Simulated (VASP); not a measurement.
In: single point with PBEsol

Crystal: In.

```xyz
1
Lattice="-1.6947 1.6947 2.2974 1.6947 -1.6947 2.2974 1.6947 1.6947 -2.2974" Properties=species:S:1:pos:R:3 pbc="T T T"
In    0.0000    0.0000    0.0000
```

```
Program                : VASP 6.6.1
Task                   : single point
Functional             : PBEsol
Potentials or basis    : VASP PAW PBE potentials, release 64 (In_d)
Cutoff                 : 520 eV
k mesh                 : 8 × 8 × 8
Occupations            : gaussian, width 0.1 eV
Spin                   : no spin polarisation
Dipole correction      : no
Further INCAR settings : ALGO = Fast; EDIFF = 1e-07; NBANDS = 12
```

| Property | Result |
| --- | --- |
| Pressure | -1.2 GPa |

Stress tensor (GPa, compression positive):
```
-0.28  0.00  0.00
 0.00 -0.28  0.00
 0.00  0.00 -3.11
```

Levels at points of the mesh, in eV from the Fermi level:
```
           k point  band 4  band 5  band 6  band 7  band 8  band 9
(0.00, 0.00, 0.00)  -14.46  -14.41   -9.57   10.34   10.45   10.45
(0.50, 0.00, 0.00)  -14.29  -14.26   -4.39   -3.42    7.88    8.56
(0.50, 0.50, 0.00)  -14.26  -14.22   -2.43   -2.40    4.02    4.26
(0.50, 0.50, 0.50)  -14.23  -14.23   -1.96   -1.70    3.55    3.55
```

Wall time 22 s on 1 thread of AMD EPYC 7R43 64-Core Processor (Zen 3), with other jobs on the host, peak memory 0.12 GiB.

Caveat: the PAW data sets were made with another functional, which shifts forces and pressure a little; spin-orbit coupling is left out, which moves the levels of the heavy elements.
